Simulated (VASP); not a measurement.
Input of a VASP 6.6.1 run:

Contents of INCAR:

```
SYSTEM = MgS
PREC = Accurate
ENCUT = 600
EDIFF = 1E-6
ISMEAR = 0
SIGMA = 0.01
LREAL = .False.
LASPH = .True.
NELM = 120
ALGO = Normal
ISIF = 2
LWAVE = .False.
LCHARG = .False.
GGA = PE
NBANDS = 11
GGA_COMPAT = .False.
```

File KPOINTS:

```
regular mesh
0
Gamma
  6 6 6
  0 0 0
```

The input POSCAR:

```
MgS
1.0
    0.0000000000      2.6151106197      2.6151106197
    2.6151106197      0.0000000000      2.6151106197
    2.6151106197      2.6151106197      0.0000000000
Mg S
1 1
Direct
    0.0000000000      0.0000000000      0.0000000000
    0.5000000000      0.5000000000      0.5000000000
```

Potentials or basis: VASP PAW PBE potentials, release 64 (Mg, S).

The run is started by

```bash
$ cat potpaw_PBE.64/Mg/POTCAR potpaw_PBE.64/S/POTCAR > POTCAR
$ mpirun -np 1 vasp_std > vasp.out
```

Task: What does it give for the band gap on the k mesh?

Result: 2.74 eV, indirect (least direct gap 3.59 eV).

Task: Estimate the pressure.

Result: -0.3 GPa.

A k mesh can miss the band edges. Expect the measured gap to be larger: semilocal functionals such as PBE lack the derivative discontinuity.
